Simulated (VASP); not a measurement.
**MgO: single point with LDA**

The system is MgO.

```
Mg O
1.0
     2.82296   -1.62887    0.00000
     2.82296    1.62887    0.00000
    -0.00494    0.00000   15.46054
Mg O
6 6
Direct
  0.66693 0.66693 0.35200
  0.66658 0.66658 0.02080
  0.00000 0.00000 0.18623
  0.00119 0.00119 0.51789
  0.99884 0.99884 0.85257
  0.33324 0.33324 0.68610
  0.66671 0.66671 0.14839
  0.66770 0.66770 0.47958
  0.99972 0.99972 0.98159
  0.00010 0.00010 0.31400
  0.00002 0.00002 0.64689
  0.33225 0.33225 0.81393
```

```json
{"Program": "VASP 6.6.1", "Task": "single point", "Functional": "LDA", "Potentials or basis": "VASP PAW LDA potentials, release 64 (Mg, O)", "Cutoff": "520 eV", "k mesh": "6 × 6 × 2", "Occupations": "gaussian, width 0.01 eV", "Spin": "no spin polarisation", "Dipole correction": "no", "Further INCAR settings": "ALGO = Normal; EDIFF = 1e-06; NBANDS = 36"}
```

* Pressure: -4.8 GPa
* Largest force: 0.044 eV/Å
* Band gap on the k mesh: 3.49 eV

Forces on the atoms (eV/Å):
```
Mg   0.001  0.000 -0.014
Mg  -0.004  0.000 -0.003
Mg   0.000  0.000  0.044
Mg  -0.018  0.000  0.036
Mg   0.016  0.000 -0.006
Mg  -0.001  0.000  0.026
O    0.000  0.000 -0.017
O    0.005  0.000 -0.017
O    0.001  0.000 -0.012
O    0.003  0.000 -0.020
O    0.000  0.000 -0.012
O   -0.003  0.000 -0.005
```

Stress tensor (GPa, compression positive):
```
-4.97  0.00  0.01
 0.00 -4.92  0.00
 0.01  0.00 -4.46
```

Levels at points of the mesh, in eV from the valence-band top:
| k point | band 20 | band 21 | band 22 | band 23 | band 24 | band 25 | band 26 | band 27 | band 28 | band 29 |
| --- | --- | --- | --- | --- | --- | --- | --- | --- | --- | --- |
| (0.00, 0.00, 0.00) | -0.23 | -0.23 | -0.15 | -0.15 | 0.00 | 3.49 | 4.81 | 4.85 | 6.92 | 6.97 |
| (0.50, 0.00, 0.00) | -0.57 | -0.54 | -0.51 | -0.42 | -0.32 | 6.64 | 6.81 | 7.43 | 7.63 | 8.09 |
| (0.50, 0.50, 0.00) | -0.57 | -0.54 | -0.50 | -0.43 | -0.32 | 6.64 | 6.81 | 7.43 | 7.63 | 8.09 |
| (0.00, 0.00, 0.50) | -0.32 | -0.23 | -0.22 | -0.15 | -0.15 | 3.85 | 3.96 | 5.86 | 5.93 | 7.86 |
| (0.50, 0.00, 0.50) | -0.69 | -0.56 | -0.43 | -0.38 | -0.34 | 6.59 | 6.87 | 7.44 | 7.68 | 8.07 |
| (0.50, 0.50, 0.50) | -0.68 | -0.56 | -0.43 | -0.38 | -0.33 | 6.59 | 6.87 | 7.45 | 7.68 | 8.07 |

Run time: 2.6 min on 1 thread of Intel Xeon 8259CL (shared host), peak memory 0.26 GiB.

Caveat: the cell stands under tension. A k mesh can miss the band edges.
